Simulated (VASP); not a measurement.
# ZnS (rocksalt type) (Fm-3m) in VASP: a series of runs

ZnS (rocksalt type) is run at these levels: LDA; tasks: relaxation of cell and atoms, single point.

Everything below comes from runs of VASP 6.6.1. Logs are shortened: lines on timing, memory, paths and dates and some standing lists are left out, and cuts for length are marked.

## (1) The cell of the first run

Symmetry: Fm-3m, No. 225, cubic system. Conventional cell: a = 4.652 Å, b = 4.652 Å, c = 4.652 Å, α = 90.00°, β = 90.00°, γ = 90.00°. Within 3.1 Å of Zn (site symmetry m-3m) lie 6 S at 2.33 Å. Within 3.1 Å of S (site symmetry m-3m) lie 6 Zn at 2.33 Å.

## (2) Relaxation of cell and atoms, LDA

Contents of INCAR:

```
PREC = Accurate
ENCUT = 500
EDIFF = 1E-7
ISMEAR = -1
SIGMA = 0.08
LREAL = F
LASPH = T
NELM = 120
ALGO = Normal
ISIF = 3
LWAVE = F
LCHARG = F
GGA = CA
IBRION = 2
NSW = 60
EDIFFG = -0.005
GGA_COMPAT = F
NELMIN = 4
```

Contents of KPOINTS:

```
regular mesh
0
Gamma
  16 16 16
```

Contents of POSCAR:

```
ZnS
1.0
    0.0000000000      2.3257586486      2.3257586486
    2.3257586486      0.0000000000      2.3257586486
    2.3257586486      2.3257586486      0.0000000000
Zn S
1 1
Direct
    0.0000000000      0.0000000000      0.0000000000
    0.5000000000      0.5000000000      0.5000000000
```

Potentials or basis: VASP PAW LDA potentials, release 64 (Zn, S).

Launch:

```console
> cat potpaw_LDA.64/Zn/POTCAR potpaw_LDA.64/S/POTCAR > POTCAR
> mpirun -np 1 vasp_std > vasp.out
```

OUTCAR:

```text
PREC = Accurate
   ENCUT = 500
   EDIFF = 1E-7
   ISMEAR = -1
   LREAL = F
   LASPH = T
   NELM = 120
   ISIF = 3
   GGA = CA
   IBRION = 2
   NSW = 60
   EDIFFG = -0.005
   NELMIN = 4

 ion  position               nearest neighbor table
   1  0.000  0.000  0.000-   2 2.33   2 2.33   2 2.33   2 2.33   2 2.33   2 2.33
   2  0.500  0.500  0.500-   1 2.33   1 2.33   1 2.33   1 2.33   1 2.33   1 2.33

  LATTYP: Found a face centered cubic cell.
 ALAT       =     4.6515172972

  Lattice vectors:

 A1 = (   0.0000000000,   2.3257586486,   2.3257586486)
 A2 = (   2.3257586486,   0.0000000000,   2.3257586486)
 A3 = (   2.3257586486,   2.3257586486,   0.0000000000)

Analysis of symmetry for initial positions (statically):
=====================================================================
 Subroutine PRICEL returns:
 Original cell was already a primitive cell.

 Routine SETGRP: Setting up the symmetry group for a
 face centered cubic supercell.

 Subroutine GETGRP returns: Found 48 space group operations
 (whereof 48 operations were pure point group operations)
 out of a pool of 48 trial point group operations.

The static configuration has the point symmetry O_h .

Analysis of symmetry for dynamics (positions and initial velocities):
=====================================================================
 Subroutine PRICEL returns:
 Original cell was already a primitive cell.

 Routine SETGRP: Setting up the symmetry group for a
 face centered cubic supercell.

 Subroutine GETGRP returns: Found 48 space group operations
 (whereof 48 operations were pure point group operations)
 out of a pool of 48 trial point group operations.

The dynamic configuration has the point symmetry O_h .

 Subroutine INISYM returns: Found 48 space group operations
 (whereof 48 operations are pure point group operations),
 and found     1 'primitive' translations

----------------------------------------------------------------------------------------

                                     Primitive cell

  volume of cell :      25.1608

  direct lattice vectors                    reciprocal lattice vectors
     0.000000000  2.325758649  2.325758649    -0.214983614  0.214983614  0.214983614
     2.325758649  0.000000000  2.325758649     0.214983614 -0.214983614  0.214983614
     2.325758649  2.325758649  0.000000000     0.214983614  0.214983614 -0.214983614

  length of vectors
     3.289119424  3.289119424  3.289119424     0.372362543  0.372362543  0.372362543

  position of ions in fractional coordinates (direct lattice)
     0.000000000  0.000000000  0.000000000
     0.500000000  0.500000000  0.500000000

  ion indices of the primitive-cell ions
   primitive index   ion index
                 1           1
                 2           2

----------------------------------------------------------------------------------------

 KPOINTS: regular mesh

Automatic generation of k-mesh.
 Grid dimensions read from file:
 generate k-points for:   16   16   16

 Generating k-lattice:

  Cartesian coordinates                     Fractional coordinates (reciprocal lattice)
    -0.013436476  0.013436476  0.013436476     0.062500000  0.000000000  0.000000000
     0.013436476 -0.013436476  0.013436476     0.000000000  0.062500000  0.000000000
     0.013436476  0.013436476 -0.013436476     0.000000000  0.000000000  0.062500000

  Length of vectors
     0.023272659  0.023272659  0.023272659

  Shift w.r.t. Gamma in fractional coordinates (k-lattice)
     0.000000000  0.000000000  0.000000000

 Subroutine IBZKPT returns following result:
 ===========================================

 Found    145 irreducible k-points:

 Following reciprocal coordinates:
            Coordinates               Weight
  0.000000  0.000000  0.000000      1.000000
  0.062500  0.000000  0.000000      8.000000
  0.125000  0.000000  0.000000      8.000000
  0.187500  0.000000  0.000000      8.000000
  0.250000  0.000000  0.000000      8.000000
  0.312500  0.000000  0.000000      8.000000
[... 16 lines left out ...]
 -0.125000  0.062500  0.000000     24.000000
 -0.062500  0.062500  0.000000     12.000000
 [... further k-points ...]
   k-points           NKPTS =    145   k-points in BZ     NKDIM =    145   number of bands    NBANDS=     13
   number of dos      NEDOS =    301   number of ions     NIONS =      2
   total plane-waves  NPLWV =  13824
   dimension x,y,z NGX =    24 NGY =   24 NGZ =   24
   dimension x,y,z NGXF=    48 NGYF=   48 NGZF=   48
   ions per type =               1   1
   NGX,Y,Z   is equivalent  to a cutoff of  12.13, 12.13, 12.13 a.u.
   NGXF,Y,Z  is equivalent  to a cutoff of  24.26, 24.26, 24.26 a.u.
 SYSTEM =  unknown system
   PREC   = accura    normal or accurate (medium, high low for compatibility)
   ISTART =      0    job   : 0-new  1-cont  2-samecut
   ICHARG =      2    charge: 1-file 2-atom 10-const
   ISPIN  =      1    spin polarized calculation?
   LNONCOLLINEAR =      F non collinear calculations
   LSORBIT =      F    spin-orbit coupling
   LASPH  =      T    aspherical Exc in radial PAW
   ENCUT  =  500.0 eV  36.75 Ry    6.06 a.u.   6.00  6.00  6.00*2*pi/ulx,y,z
   NELM   =    120;   NELMIN=  4; NELMDL= -5     # of ELM steps
   EDIFF  = 0.1E-06   stopping-criterion for ELM
   LREAL  =      F    real-space projection
   EDIFFG = -.5E-02   stopping-criterion for IOM
   NSW    =     60    number of steps for IOM
   IBRION =      2    ionic relax: 0-MD 1-quasi-New 2-CG
   NFREE  =      1    steps in history (QN), initial steepest desc. (CG)
   ISIF   =      3    stress and relaxation
   ISYM   =      2    0-nonsym 1-usesym 2-fastsym
   POTIM  = 0.5000    time-step for ionic-motion
   TEBEG  =    0.0;   TEEND  =   0.0 temperature during run
   PSTRESS=    0.0 pullay stress
   NELECT =      18.0000    total number of electrons
   NUPDOWN=      -1.0000    fix difference up-down
   EMIN   =  10.00;   EMAX   =-10.00  energy-range for DOS
   EFERMI =   0.00;   METHOD = LEGACY
   ISMEAR =    -1;   SIGMA  =   0.08  broadening in eV -4-tet -1-fermi 0-gaus
   EFERMI_NEDOS =   21; number of points for ismear=-14 and -15
   IALGO  =     38    algorithm
   IMIX   =      4    mixing-type and parameters
     AMIX     =   0.40;   BMIX     =  1.00
     AMIX_MAG =   1.60;   BMIX_MAG =  1.00
  volume/ion in A,a.u.               =      12.58        84.90
  Fermi-wavevector in a.u.,A,eV,Ry     =   1.464168  2.766877 29.168021  2.143789
  Thomas-Fermi vector in A             =   2.580176
   LORBIT       =      0    0 simple, 1 ext, 2 COOP (PROOUT), +10 PAW based schemes
   GGA     = CA    functional components
   LHFCALC =     F    Hartree Fock is set to
   AEXX    =    0.0000 exact exchange contribution
   IVDW    =     0    specifies the selected vdW correction
   LEPSILON=     F    determine dielectric tensor
   LRPA    =     F    only Hartree local field effects (RPA)
 conjugate gradient relaxation of ions
 non-spin polarized calculation
  energy-cutoff  :      500.00
  volume of cell :       25.16
 maximum number of plane-waves:       652
   NGX = 11   NGY = 11   NGZ = 11

--------------------------------------- Ionic step        1  -------------------------------------------

 number of electron      17.9999992 magnetization

 Free energy of the ion-electron system (eV)
  ---------------------------------------------------
  ext. energy  EPLUGINS =         0.00000000
  ---------------------------------------------------
  free energy    TOTEN  =        -7.17381868 eV

  energy without entropy =       -7.16711426  energy(sigma->0) =       -7.17046647

------------------------ aborting loop because EDIFF is reached ----------------------------------------

  FORCE on cell =-STRESS in cart. coord.  units (eV):
  Direction    XX          YY          ZZ          XY          YZ          ZX
  --------------------------------------------------------------------------------------
  -------------------------------------------------------------------------------------
  Total        5.2804236      5.2804236      5.2804236     -0.0000000     -0.0000000      0.0000000
  in kB      336.2446780    336.2446780    336.2446780     -0.0000000     -0.0000000      0.0000000
  external PRESSURE =     336.2446780 kB  Pullay stress =       0.0000000 kB
[... 21 lines left out ...]
  energy  without entropy=       -7.1671142629  energy(sigma->0) =       -7.17046647

--------------------------------------- Ionic step        2  -------------------------------------------

 number of electron      18.0000018 magnetization

 E-fermi :   2.9061     XC(G=0): -10.7214

 val. band max:        2.8813607348   @ k =  -0.4375   0.5000   0.0625
 cond. band min:       3.0307068864   @ k =   0.4375   0.3750   0.0000
 fundamental gap:      0.1493461516
 Fermi energy:         2.9060862600

 k-point     1 :       0.0000    0.0000    0.0000
  band No.  band energies     occupation
      1     -10.3138      2.00000
      2      -3.4362      2.00000
      3      -3.4362      2.00000
      4      -3.4235      2.00000
      5      -3.4235      2.00000
      6      -3.4235      2.00000
      7       2.3387      1.99834
      8       2.3387      1.99834
      9       2.3387      1.99834
     10       3.8816      0.00001
     11      11.8537      0.00000
     12      11.8537      0.00000
     13      11.8537      0.00000
[... 433 lines left out ...]
  FREE ENERGIE OF THE ION-ELECTRON SYSTEM (eV)
  ---------------------------------------------------
  free  energy   TOTEN  =        -7.6589260416 eV

  energy  without entropy=       -7.6520710934  energy(sigma->0) =       -7.65549857

[... ionic steps 4 to 15 ...]

--------------------------------------- Ionic step       16  -------------------------------------------

 number of electron      17.9999994 magnetization

------------------------ aborting loop because EDIFF is reached ----------------------------------------

  FORCE on cell =-STRESS in cart. coord.  units (eV):
  Direction    XX          YY          ZZ          XY          YZ          ZX
  --------------------------------------------------------------------------------------
  -------------------------------------------------------------------------------------
  Total        0.0234115      0.0234115      0.0234115      0.0000000      0.0000000      0.0000000
  in kB        1.2237982      1.2237982      1.2237982      0.0000000      0.0000000      0.0000000
  external PRESSURE =       1.2237982 kB  Pullay stress =       0.0000000 kB
[... 57 lines left out ...]
  energy  without entropy=       -7.6521241801  energy(sigma->0) =       -7.65554616

--------------------------------------- Ionic step       18  -------------------------------------------

 number of electron      17.9999993 magnetization

 Free energy of the ion-electron system (eV)
  ---------------------------------------------------
  ext. energy  EPLUGINS =         0.00000000
  ---------------------------------------------------
  free energy    TOTEN  =        -7.65897009 eV

  energy without entropy =       -7.65212230  energy(sigma->0) =       -7.65554620

 E-fermi :   4.6014     XC(G=0): -11.4944

 val. band max:        4.5465906319   @ k =  -0.1875   0.1875   0.0000
 cond. band min:       4.6067881000   @ k =  -0.4375   0.5000   0.0625
 fundamental gap:      0.0601974681
 Fermi energy:         4.6013846392

 k-point     1 :       0.0000    0.0000    0.0000
  band No.  band energies     occupation
      1      -9.8799      2.00000
      2      -2.1118      2.00000
      3      -2.1118      2.00000
      4      -2.0961      2.00000
      5      -2.0961      2.00000
      6      -2.0961      2.00000
      7       3.8353      1.99986
      8       3.8353      1.99986
      9       3.8353      1.99986
     10       6.7025      0.00000
     11      13.5054      0.00000
     12      13.5054      0.00000
     13      13.5054      0.00000
[... 397 lines left out ...]
  FREE ENERGIE OF THE ION-ELECTRON SYSTEM (eV)
  ---------------------------------------------------
  free  energy   TOTEN  =        -7.6589700950 eV

  energy  without entropy=       -7.6521222998  energy(sigma->0) =       -7.65554620

 reached required accuracy - stopping structural energy minimisation
```

Run time: 6.9 min. Hardware: 1 thread of AMD EPYC 7R43 (Zen 3), shared host; peak memory 0.13 GiB.

What came out:

- Free energy: -7.6590 eV
- Relaxed volume: 15.35 Å³/atom
- Relaxed cell: a = 3.515 Å, b = 3.515 Å, c = 3.515 Å, α = 60.00°, β = 60.00°, γ = 60.00°
- Space group after relaxing (to 0.05 Å): Fm-3m (No. 225)
- Energy gained by relaxing: 242.6 meV/atom
- Ionic steps: 18
- Pressure after relaxing: 0.0 GPa
- Band gap on the k mesh: zero (band 9 reaches 4.55 eV, above the bottom of band 10 at 4.02 eV)

The path:
```
step  energy change (eV)  largest force (eV/Å)  pressure (GPa)  volume (Å³)
   1              0.0000                0.0000           33.62        25.16
   2             -0.2473                0.0000          -12.21        36.05
   3             -0.4851                0.0000           -0.25        30.75
   4             -0.4851                0.0000            0.22        30.63
   5             -0.4851                0.0000            0.19        30.63
   6             -0.4851                0.0000            0.18        30.63
   7             -0.4851                0.0000            0.19        30.63
   8             -0.4851                0.0000            0.18        30.63
   9             -0.4851                0.0000            0.18        30.63
  10             -0.4851                0.0000            0.18        30.63
  11             -0.4851                0.0000            0.18        30.63
  12             -0.4851                0.0000            0.18        30.63
  13             -0.4851                0.0000            0.17        30.64
  14             -0.4851                0.0000            0.16        30.64
  15             -0.4851                0.0000            0.14        30.64
  16             -0.4851                0.0000            0.12        30.65
  17             -0.4851                0.0000            0.08        30.67
  18             -0.4852                0.0000           -0.04        30.70
```

Final structure:
```
Zn S
1.0
     0.00000    2.48523    2.48523
     2.48523    0.00000    2.48523
     2.48523    2.48523    0.00000
Zn S
1 1
Cartesian
  2.4852 0.0000 2.4852
  2.4852 2.4852 2.4852
```

Levels at points of the mesh, in eV from the Fermi level:
```
           k point  band 6  band 7  band 8  band 9  band 10  band 11  band 12  band 13
(0.00, 0.00, 0.00)   -6.70   -0.77   -0.77   -0.77     2.10     8.90     8.90     8.90
(0.50, 0.00, 0.00)   -6.50   -5.76   -0.16   -0.16     3.64     5.28     5.28     7.81
(0.50, 0.50, 0.00)   -5.91   -5.89   -2.91   -2.91    -0.58     5.07    12.21    12.67
```

Caveat: the volume moved by over 15 % at a fixed basis, so the end points are rough.

## (3) Single point, LDA (volume scaled by 0.55)

Contents of INCAR:

```
SYSTEM = ZnS
  PREC = Accurate
  ENCUT = 500
  EDIFF = 1E-6
  ISMEAR = -1
  SIGMA = 0.08
  LREAL = .FALSE.
  LASPH = .TRUE.
  NELM = 120
  ALGO = Normal
  ISIF = 2
  LWAVE = .FALSE.
  LCHARG = .FALSE.
  NBANDS = 16
  GGA_COMPAT = .FALSE.
```

Contents of KPOINTS:

```
Automatic mesh
0
G
  16 16 16
  0 0 0
```

Contents of POSCAR:

```
ZnS
1.0
    0.0000000000      2.0345793067      2.0345793067
    2.0345793067      0.0000000000      2.0345793067
    2.0345793067      2.0345793067      0.0000000000
Zn S
1 1
Direct
    0.0000000000      0.0000000000      0.0000000000
    0.5000000000      0.5000000000      0.5000000000
```

Potentials or basis: VASP PAW LDA potentials, release 64 (Zn, S).

Launch:

```console
> cat potpaw_LDA.64/Zn/POTCAR potpaw_LDA.64/S/POTCAR > POTCAR
> mpirun -np 1 vasp_std > vasp.out
```

Run time: 25 s. Hardware: 1 thread of Intel Xeon 6975P-C, shared host; peak memory 0.15 GiB.

It converged, with:

```yaml
Free_energy: -1.4689 eV
Pressure: 246.1 GPa
Band_gap_on_the_k_mesh: zero (band 9 reaches 14.32 eV, above the bottom of band 10 at 13.52 eV)
```

Levels at points of the mesh, in eV from the Fermi level:
```csv
k point,band 5,band 6,band 7,band 8,band 9,band 10,band 11,band 12,band 13,band 14
"(0.00, 0.00, 0.00)",-10.65,-10.65,-1.97,-1.97,-1.97,7.96,7.96,7.96,9.28,11.37
"(0.50, 0.00, 0.00)",-9.81,-9.81,-8.66,0.01,0.01,2.88,3.50,3.50,13.27,15.34
"(0.50, 0.50, 0.00)",-9.59,-9.59,-7.66,-6.61,-6.61,-0.71,2.70,17.69,17.96,17.96
```

Caveat: the cell differs from its parent crystal (volume scaled by 0.55).
